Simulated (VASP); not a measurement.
# Ga in VASP: further runs, part 2 of 2

VASP 6.6.1. Earlier steps stand in the parts before.

### Step 4. Single point, PBE (18.24 Å³/atom)

INCAR reads:

```
SYSTEM = Ga
  PREC = Accurate
  ENCUT = 520
  EDIFF = 1E-7
  ISMEAR = 0
  SIGMA = 0.1
  LREAL = .FALSE.
  LASPH = .TRUE.
  NELM = 60
  ALGO = Fast
  ISIF = 2
  LWAVE = .FALSE.
  LCHARG = .TRUE.
  GGA = PE
  LELF = .TRUE.
  LVHAR = .TRUE.
  NBANDS = 12
```

KPOINTS reads:

```
regular mesh
0
G
  20 20 20
  0 0 0
```

POSCAR reads:

```
Ga
1.0
    2.6320997794      0.0000000000      0.0000000000
    0.0000000000      2.6320997794      0.0000000000
    0.0000000000      0.0000000000      2.6330217121
Ga
1
Direct
    0.5000000000      0.5000000000      0.5000000000
```

Potentials or basis: VASP PAW PBE potentials, release 64 (Ga_d).

Started as:

```
$ cat potpaw_PBE.64/Ga_d/POTCAR > POTCAR
$ mpirun -np 1 vasp_std > vasp.out
```

OUTCAR:

```text
SYSTEM = Ga
   PREC = Accurate
   ENCUT = 520
   EDIFF = 1E-7
   ISMEAR = 0
   LREAL = .FALSE.
   LASPH = .TRUE.
   NELM = 60
   ISIF = 2
   GGA = PE

 ion  position               nearest neighbor table
   1  0.500  0.500  0.500-

  LATTYP: Found a simple tetragonal cell.
 ALAT       =     2.6320997794
 C/A-ratio  =     1.0003502651

  Lattice vectors:

 A1 = (   2.6320997794,   0.0000000000,   0.0000000000)
 A2 = (   0.0000000000,   2.6320997794,   0.0000000000)
 A3 = (   0.0000000000,   0.0000000000,   2.6330217121)

Analysis of symmetry for initial positions (statically):
=====================================================================
 Subroutine PRICEL returns:
 Original cell was already a primitive cell.

 Routine SETGRP: Setting up the symmetry group for a
 simple tetragonal supercell.

 Subroutine GETGRP returns: Found 16 space group operations
 (whereof 16 operations were pure point group operations)
 out of a pool of 16 trial point group operations.

The static configuration has the point symmetry D_4h.

Analysis of symmetry for dynamics (positions and initial velocities):
[... 172 lines left out ...]
      5      -9.0294      2.00000
      6      -5.6368      2.00000
      7      15.1911      0.00000
      8      15.2061      0.00000
      9      15.2061      0.00000
     10      18.0971      0.00000
     11      18.1059      0.00000
     12      21.0833      0.00000
[... 331 lines left out ...]
 k-point    24 :       0.2000    0.1000    0.0000
  band No.  band energies     occupation
      1      -9.6241      2.00000
      2      -9.5082      2.00000
      3      -9.1147      2.00000
      4      -9.0898      2.00000
      5      -9.0411      2.00000
      6      -4.5377      2.00000
      7       9.1301      0.00000
      8      13.4283      0.00000
      9      16.3297      0.00000
     10      19.7878      0.00000
     11      22.7928      0.00000
     12      26.3722      0.00000

 [... further k-points ...]

------------------------ aborting loop because EDIFF is reached ----------------------------------------

  FORCE on cell =-STRESS in cart. coord.  units (eV):
  Direction    XX          YY          ZZ          XY          YZ          ZX
  --------------------------------------------------------------------------------------
  -------------------------------------------------------------------------------------
  Total        0.6655988      0.6655988      0.6589338      0.0000000      0.0000000      0.0000000
  in kB       58.4606913     58.4606913     57.8752997      0.0000000      0.0000000      0.0000000
  external PRESSURE =      58.2655607 kB  Pullay stress =       0.0000000 kB

 VOLUME and BASIS-vectors are now :
 -----------------------------------------------------------------------------
  energy-cutoff  :      520.00
  volume of cell :       18.24
      direct lattice vectors                 reciprocal lattice vectors
     2.632099779  0.000000000  0.000000000     0.379924807  0.000000000  0.000000000
     0.000000000  2.632099779  0.000000000     0.000000000  0.379924807  0.000000000
     0.000000000  0.000000000  2.633021712     0.000000000  0.000000000  0.379791779

 POSITION                                       TOTAL-FORCE (eV/Angst)
 -----------------------------------------------------------------------------------
      1.31605      1.31605      1.31651         0.000000      0.000000      0.000000
 -----------------------------------------------------------------------------------
    total drift:                               -0.000000      0.000000     -0.000000

  FREE ENERGIE OF THE ION-ELECTRON SYSTEM (eV)
  ---------------------------------------------------
  free  energy   TOTEN  =        -2.7964124722 eV

  energy  without entropy=       -2.7944959317  energy(sigma->0) =       -2.79545420
```

stdout:

```text
POSCAR found type information on POSCAR Ga
 POSCAR found :  1 types and       1 ions
 scaLAPACK will be used
 LDA part: xc-table for (Slater+PW92), standard interpolation
 POSCAR, INCAR and KPOINTS ok, starting setup
 FFT: planning ... GRIDC
 FFT: planning ... GRID_SOFT
 FFT: planning ... GRID
 WAVECAR not read
 entering main loop
WARNING in EDDRMM: call to ZHEGV failed, returncode =   8  4     10
WARNING in EDDRMM: call to ZHEGV failed, returncode =   6  3     11
WARNING in EDDRMM: call to ZHEGV failed, returncode =   6  3      9
WARNING in EDDRMM: call to ZHEGV failed, returncode =   8  4     11
WARNING in EDDRMM: call to ZHEGV failed, returncode =   6  3     10
WARNING in EDDRMM: call to ZHEGV failed, returncode =   6  3     11
WARNING in EDDRMM: call to ZHEGV failed, returncode =   6  3      9
WARNING in EDDRMM: call to ZHEGV failed, returncode =   6  3      9
WARNING in EDDRMM: call to ZHEGV failed, returncode =   8  4     10
WARNING in EDDRMM: call to ZHEGV failed, returncode =   6  3      9
WARNING in EDDRMM: call to ZHEGV failed, returncode =   6  3     10
WARNING in EDDRMM: call to ZHEGV failed, returncode =   8  4     11
WARNING in EDDRMM: call to ZHEGV failed, returncode =   8  4     11
```

Wall time 2.7 min (1 thread of Intel Xeon 8259CL, shared host); peak memory 0.25 GiB.

Results:

```
Free energy            : -2.7964 eV
Pressure               : 5.8 GPa
Band gap on the k mesh : zero (an odd number of electrons rules out a gap without spin polarisation)
```

Caveat: the cell stands under pressure.

### Step 5. Single point, PBE (18.84 Å³/atom)

INCAR reads:

```
PREC     = Accurate       # precision mode
ENCUT    = 520            # plane-wave cutoff, eV
EDIFF    = 1E-6           # SCF threshold, eV
ISMEAR   = 0              # smearing method
SIGMA    = 0.1            # smearing width, eV
LREAL    = F              # projectors in reciprocal space
LASPH    = T              # aspherical terms in the spheres
NELM     = 80             # most SCF steps
ALGO     = Fast           # electronic algorithm
ISIF     = 2              # what is computed and relaxed
LWAVE    = F              # write WAVECAR
LCHARG   = T              # write CHGCAR
GGA      = PE             # functional
LELF     = T              # ELF
LVHAR    = T            
NBANDS   = 12             # bands
```

KPOINTS reads:

```
regular mesh
0
Gamma
  20 20 20
```

POSCAR reads:

```
Ga
1.0
    2.6607118012      0.0000000000      0.0000000000
    0.0000000000      2.6607118012      0.0000000000
    0.0000000000      0.0000000000      2.6616437557
Ga
1
Direct
    0.5000000000      0.5000000000      0.5000000000
```

Potentials or basis: VASP PAW PBE potentials, release 64 (Ga_d).

Started as:

```
$ cat potpaw_PBE.64/Ga_d/POTCAR > POTCAR
$ mpirun -np 1 vasp_std > vasp.out
```

OUTCAR:

```text
PREC = Accurate
   ENCUT = 520
   EDIFF = 1E-6
   ISMEAR = 0
   LREAL = F
   LASPH = T
   NELM = 80
   ISIF = 2
   GGA = PE

 ion  position               nearest neighbor table
   1  0.500  0.500  0.500-

  LATTYP: Found a simple tetragonal cell.
 ALAT       =     2.6607118012
 C/A-ratio  =     1.0003502651

  Lattice vectors:

 A1 = (   2.6607118012,   0.0000000000,   0.0000000000)
 A2 = (   0.0000000000,   2.6607118012,   0.0000000000)
 A3 = (   0.0000000000,   0.0000000000,   2.6616437557)
[... 539 lines left out ...]
     11      22.1281      0.00000
     12      25.6320      0.00000

 [... further k-points ...]

------------------------ aborting loop because EDIFF is reached ----------------------------------------

  FORCE on cell =-STRESS in cart. coord.  units (eV):
  Direction    XX          YY          ZZ          XY          YZ          ZX
  --------------------------------------------------------------------------------------
  -------------------------------------------------------------------------------------
  Total        0.4112543      0.4112543      0.4052120      0.0000000      0.0000000      0.0000000
  in kB       34.9683703     34.9683703     34.4546072      0.0000000      0.0000000      0.0000000
  external PRESSURE =      34.7971160 kB  Pullay stress =       0.0000000 kB

 VOLUME and BASIS-vectors are now :
 -----------------------------------------------------------------------------
  energy-cutoff  :      520.00
  volume of cell :       18.84
      direct lattice vectors                 reciprocal lattice vectors
     2.660711801  0.000000000  0.000000000     0.375839277  0.000000000  0.000000000
     0.000000000  2.660711801  0.000000000     0.000000000  0.375839277  0.000000000
     0.000000000  0.000000000  2.661643756     0.000000000  0.000000000  0.375707680

 POSITION                                       TOTAL-FORCE (eV/Angst)
 -----------------------------------------------------------------------------------
      1.33036      1.33036      1.33082         0.000000      0.000000      0.000000
 -----------------------------------------------------------------------------------
    total drift:                               -0.000000      0.000000     -0.000000

  FREE ENERGIE OF THE ION-ELECTRON SYSTEM (eV)
  ---------------------------------------------------
  free  energy   TOTEN  =        -2.8139149289 eV

  energy  without entropy=       -2.8119161716  energy(sigma->0) =       -2.81291555
```

OSZICAR:

```text
N       E                     dE             d eps       ncg     rms          rms(c)
DAV:   1     0.495574522837E+02    0.49557E+02   -0.65759E+03 17840   0.193E+03
DAV:   2    -0.304129661568E+00   -0.49862E+02   -0.47873E+02 18320   0.279E+02
DAV:   3    -0.281562040890E+01   -0.25115E+01   -0.25056E+01 20400   0.494E+01
DAV:   4    -0.283737026632E+01   -0.21750E-01   -0.21747E-01 19564   0.494E+00
DAV:   5    -0.283760983530E+01   -0.23957E-03   -0.23957E-03 20888   0.496E-01    0.987E-01
RMM:   6    -0.281650609640E+01    0.21104E-01   -0.32019E-02 24194   0.256E+00    0.485E-01
RMM:   7    -0.281411775264E+01    0.23883E-02   -0.89260E-03 26003   0.106E+00    0.144E-01
RMM:   8    -0.281389947377E+01    0.21828E-03   -0.78264E-04 24815   0.315E-01    0.186E-02
RMM:   9    -0.281391461238E+01   -0.15139E-04   -0.10085E-04 25768   0.151E-01    0.684E-03
RMM:  10    -0.281391488375E+01   -0.27137E-06   -0.24844E-05 24808   0.593E-02    0.730E-04
RMM:  11    -0.281391492893E+01   -0.45178E-07   -0.21376E-06 14992   0.172E-02
   1 F= -.28139149E+01 E0= -.28129156E+01  d E =-.199876E-02
```

stdout:

```text
POSCAR found type information on POSCAR Ga
 POSCAR found :  1 types and       1 ions
 scaLAPACK will be used
 LDA part: xc-table for (Slater+PW92), standard interpolation
 POSCAR, INCAR and KPOINTS ok, starting setup
 FFT: planning ... GRIDC
 FFT: planning ... GRID_SOFT
 FFT: planning ... GRID
 WAVECAR not read
 entering main loop
WARNING in EDDRMM: call to ZHEGV failed, returncode =   6  3     11
WARNING in EDDRMM: call to ZHEGV failed, returncode =   6  3     11
```

Run time: 2.4 min. Hardware: 1 thread of Intel Xeon 8259CL, shared host; peak memory 0.25 GiB.

What came out:

| Quantity | Value |
| --- | --- |
| Free energy | -2.8139 eV |
| Pressure | 3.5 GPa |
| Band gap on the k mesh | zero (an odd number of electrons rules out a gap without spin polarisation) |

Levels at points of the mesh, in eV from the Fermi level:
| k point | band 5 | band 6 | band 7 | band 8 | band 9 | band 10 |
| --- | --- | --- | --- | --- | --- | --- |
| (0.00, 0.00, 0.00) | -14.59 | -10.97 | 9.39 | 9.40 | 9.40 | 12.30 |
| (0.50, 0.00, 0.00) | -14.58 | -6.28 | -4.38 | 13.09 | 13.11 | 16.24 |
| (0.50, 0.50, 0.00) | -14.44 | -1.38 | -0.73 | -0.73 | 4.24 | 16.94 |
| (0.00, 0.00, 0.50) | -14.58 | -6.28 | -4.38 | 13.10 | 13.10 | 16.24 |
| (0.50, 0.00, 0.50) | -14.44 | -1.38 | -0.73 | -0.73 | 4.24 | 16.95 |
| (0.50, 0.50, 0.50) | -14.43 | 2.78 | 2.78 | 2.78 | 4.55 | 8.40 |

Caveat: the cell stands under pressure.

### Step 6. Single point, PBE (19.44 Å³/atom)

INCAR reads:

```
PREC = Accurate ; ENCUT = 520
EDIFF = 1E-6 ; ISMEAR = 0
SIGMA = 0.1 ; LREAL = F
LASPH = T ; NELM = 100
ALGO = Fast ; ISIF = 2
LWAVE = F ; LCHARG = F
GGA = PE ; NBANDS = 12
```

KPOINTS is that of step 5.

POSCAR reads:

```
Ga
1.0
    2.6887213522      0.0000000000      0.0000000000
    0.0000000000      2.6887213522      0.0000000000
    0.0000000000      0.0000000000      2.6896631174
Ga
1
Direct
    0.5000000000      0.5000000000      0.5000000000
```

Potentials or basis: VASP PAW PBE potentials, release 64 (Ga_d).

Started as:

```
$ cat potpaw_PBE.64/Ga_d/POTCAR > POTCAR
$ mpirun -np 1 vasp_std > vasp.out
```

OUTCAR:

```text
PREC = Accurate
   ENCUT = 520
   EDIFF = 1E-6
   ISMEAR = 0
   LREAL = F
   LASPH = T
   NELM = 100
   ISIF = 2
   GGA = PE

 ion  position               nearest neighbor table
   1  0.500  0.500  0.500-

  LATTYP: Found a simple tetragonal cell.
 ALAT       =     2.6887213522
 C/A-ratio  =     1.0003502651

  Lattice vectors:

 A1 = (   2.6887213522,   0.0000000000,   0.0000000000)
 A2 = (   0.0000000000,   2.6887213522,   0.0000000000)
 A3 = (   0.0000000000,   0.0000000000,   2.6896631174)

Analysis of symmetry for initial positions (statically):
=====================================================================
 Subroutine PRICEL returns:
 Original cell was already a primitive cell.

 Routine SETGRP: Setting up the symmetry group for a
 simple tetragonal supercell.

 Subroutine GETGRP returns: Found 16 space group operations
 (whereof 16 operations were pure point group operations)
 out of a pool of 16 trial point group operations.

The static configuration has the point symmetry D_4h.

Analysis of symmetry for dynamics (positions and initial velocities):
=====================================================================
 Subroutine PRICEL returns:
 Original cell was already a primitive cell.

 Routine SETGRP: Setting up the symmetry group for a
 simple tetragonal supercell.

 Subroutine GETGRP returns: Found 16 space group operations
 (whereof 16 operations were pure point group operations)
 out of a pool of 16 trial point group operations.

The dynamic configuration has the point symmetry D_4h.

 Subroutine INISYM returns: Found 16 space group operations
 (whereof 16 operations are pure point group operations),
 and found     1 'primitive' translations

----------------------------------------------------------------------------------------

                                     Primitive cell

  volume of cell :      19.4442

  direct lattice vectors                    reciprocal lattice vectors
[... 114 lines left out ...]
   LEPSILON=     F    determine dielectric tensor
   LRPA    =     F    only Hartree local field effects (RPA)
 non-spin polarized calculation
 RMM-DIIS sequential band-by-band and
 Gauss-broadening in eV      SIGMA  =   0.10
  energy-cutoff  :      520.00
  volume of cell :       19.44
 maximum number of plane-waves:       552
 NGX is ok and might be reduce to    20
   NGX =  9   NGY =  9   NGZ = 11

 number of electron      13.0000012 magnetization

 Free energy of the ion-electron system (eV)
  ---------------------------------------------------
  ext. energy  EPLUGINS =         0.00000000
  ---------------------------------------------------
  free energy    TOTEN  =        -2.82355568 eV

  energy without entropy =       -2.82131462  energy(sigma->0) =       -2.82243515

 E-fermi :   5.0126     XC(G=0): -10.7866

 val. band max:        5.0017429964   @ k =   0.4500   0.4000   0.2000
 cond. band min:       5.0253774047   @ k =   0.4000   0.1000   0.4000
 fundamental gap:      0.0236344083
 Fermi energy:         5.0126382534

 k-point     1 :       0.0000    0.0000    0.0000
  band No.  band energies     occupation
      1     -10.1397      2.00000
      2     -10.1392      2.00000
      3      -9.5876      2.00000
      4      -9.5876      2.00000
      5      -9.5874      2.00000
      6      -5.7513      2.00000
      7      14.1713      0.00000
      8      14.1856      0.00000
      9      14.1856      0.00000
     10      17.0954      0.00000
     11      17.1037      0.00000
     12      19.7267      0.00000
[... 331 lines left out ...]
 k-point    24 :       0.2000    0.1000    0.0000
  band No.  band energies     occupation
      1     -10.0996      2.00000
      2      -9.9968      2.00000
      3      -9.6599      2.00000
      4      -9.6391      2.00000
      5      -9.5975      2.00000
      6      -4.7072      2.00000
      7       8.4013      0.00000
      8      12.4942      0.00000
      9      15.2383      0.00000
     10      18.6770      0.00000
     11      21.4996      0.00000
     12      24.9318      0.00000

 [... further k-points ...]

------------------------ aborting loop because EDIFF is reached ----------------------------------------

  FORCE on cell =-STRESS in cart. coord.  units (eV):
  Direction    XX          YY          ZZ          XY          YZ          ZX
  --------------------------------------------------------------------------------------
  -------------------------------------------------------------------------------------
  Total        0.1969970      0.1969970      0.1920185      0.0000000      0.0000000     -0.0000000
  in kB       16.2323265     16.2323265     15.8221014      0.0000000      0.0000000     -0.0000000
  external PRESSURE =      16.0955848 kB  Pullay stress =       0.0000000 kB

 VOLUME and BASIS-vectors are now :
 -----------------------------------------------------------------------------
  energy-cutoff  :      520.00
  volume of cell :       19.44
      direct lattice vectors                 reciprocal lattice vectors
     2.688721352  0.000000000  0.000000000     0.371924000  0.000000000  0.000000000
     0.000000000  2.688721352  0.000000000     0.000000000  0.371924000  0.000000000
     0.000000000  0.000000000  2.689663117     0.000000000  0.000000000  0.371793774

 POSITION                                       TOTAL-FORCE (eV/Angst)
 -----------------------------------------------------------------------------------
      1.34436      1.34436      1.34483         0.000000      0.000000      0.000000
 -----------------------------------------------------------------------------------
    total drift:                               -0.000000      0.000000     -0.000000

  FREE ENERGIE OF THE ION-ELECTRON SYSTEM (eV)
  ---------------------------------------------------
  free  energy   TOTEN  =        -2.8235556848 eV

  energy  without entropy=       -2.8213146152  energy(sigma->0) =       -2.82243515
```

stdout:

```text
POSCAR found type information on POSCAR Ga
 POSCAR found :  1 types and       1 ions
 scaLAPACK will be used
 LDA part: xc-table for (Slater+PW92), standard interpolation
 POSCAR, INCAR and KPOINTS ok, starting setup
 FFT: planning ... GRIDC
 FFT: planning ... GRID_SOFT
 FFT: planning ... GRID
 WAVECAR not read
 entering main loop
```

It took 2.5 min on 1 thread of Intel Xeon 8259CL, shared host; peak memory 0.26 GiB.

What came out:

* Free energy: -2.8236 eV
* Pressure: 1.6 GPa
* Band gap on the k mesh: zero (an odd number of electrons rules out a gap without spin polarisation)

Levels at points of the mesh, in eV from the Fermi level:
| k point | band 4 | band 5 | band 6 | band 7 | band 8 | band 9 | band 10 | band 11 |
| --- | --- | --- | --- | --- | --- | --- | --- | --- |
| (0.00, 0.00, 0.00) | -14.60 | -14.60 | -10.76 | 9.16 | 9.17 | 9.17 | 12.08 | 12.09 |
| (0.50, 0.00, 0.00) | -14.75 | -14.59 | -6.24 | -4.24 | 12.72 | 12.73 | 15.90 | 16.71 |
| (0.50, 0.50, 0.00) | -14.73 | -14.46 | -1.52 | -0.70 | -0.70 | 4.23 | 16.38 | 20.79 |
| (0.00, 0.00, 0.50) | -14.75 | -14.59 | -6.25 | -4.24 | 12.73 | 12.73 | 15.90 | 16.72 |
| (0.50, 0.00, 0.50) | -14.73 | -14.46 | -1.53 | -0.70 | -0.70 | 4.23 | 16.39 | 20.80 |
| (0.50, 0.50, 0.50) | -14.45 | -14.45 | 2.70 | 2.70 | 2.70 | 4.14 | 8.29 | 8.29 |

### Step 7. Overview

```tsv
cell	k mesh	smearing	gap on the mesh (eV)	pressure (GPa)
a = 2.765, b = 2.765, c = 5.317 Å, 2 atoms, atomic positions A	6 × 6 × 4	gaussian 0.1 eV	none	0.1
a = 2.717, b = 5.432, c = 5.432 Å, 4 atoms, atomic positions B	8 × 4 × 4	gaussian 0.2 eV	none	0.8
a = 2.632, b = 2.632, c = 2.633 Å, 1 atom, atomic positions C	20 × 20 × 20	gaussian 0.1 eV	none	5.8
a = 2.661, b = 2.661, c = 2.662 Å, 1 atom, atomic positions C	20 × 20 × 20	gaussian 0.1 eV	none	3.5
a = 2.689, b = 2.689, c = 2.690 Å, 1 atom, atomic positions C	20 × 20 × 20	gaussian 0.1 eV	none	1.6
```

Alike in all rows: task single point; level PBE; potentials or basis VASP PAW PBE potentials, release 64 (Ga_d); no spin polarisation; cutoff (eV) 520.

Caveats: some runs use coarse meshes; the cell stands under pressure (at least some runs).

Total energies depend on the potentials used, so only differences within one code and one set of settings carry meaning.
